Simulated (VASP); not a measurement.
Set up this calculation in VASP 6.6.1, as the native input.

```
Task                   : single point
Functional             : PBE
Potentials or basis    : VASP PAW PBE potentials, release 64 (Sr_sv, Cl)
Cutoff                 : 520 eV
k mesh                 : 8 × 8 × 8
Occupations            : gaussian, width 0.05 eV
Spin                   : no spin polarisation
Dipole correction      : no
Further INCAR settings : ALGO = Normal; EDIFF = 1e-06; NBANDS = 19
```

The structure of SrCl2 lies in POSCAR:

```
SrCl2
1.0
    0.0000000000      3.5382089848      3.5382089848
    3.5206059550      0.0176030298      3.5206059550
    3.5206059550      3.5206059550      0.0176030298
Sr Cl
1 2
Direct
    0.0000000000      0.0000000000      0.0000000000
    0.2500000000      0.2500000000      0.2500000000
    0.7500000000      0.7500000000      0.7500000000
```

One way to write it, as run:

INCAR

```
SYSTEM = SrCl2
PREC = Accurate
ENCUT = 520
EDIFF = 1E-6
ISMEAR = 0
SIGMA = 0.05
LREAL = .False.
LASPH = .True.
NELM = 60
ALGO = Normal
ISIF = 2
LWAVE = .False.
LCHARG = .True.
GGA = PE
LELF = .True.
LVHAR = .True.
NBANDS = 19
```

KPOINTS

```
regular mesh
0
Gamma
  8 8 8
  0 0 0
```

Potentials or basis: VASP PAW PBE potentials, release 64 (Sr_sv, Cl).

Run with:

```sh
$ cat potpaw_PBE.64/Sr_sv/POTCAR potpaw_PBE.64/Cl/POTCAR > POTCAR
$ mpirun -np 1 vasp_std > vasp.out
```

Results of the run:

| Item | Value |
| --- | --- |
| Pressure | 0.1 GPa |
| Largest force | 0.021 eV/Å |
| Band gap on the k mesh | 5.23 eV, indirect (least direct gap 5.52 eV) |

It took 4.5 min on 1 thread of Oxide Virtual Turin-like Processor, with other jobs on the host, peak memory 0.3 GiB.
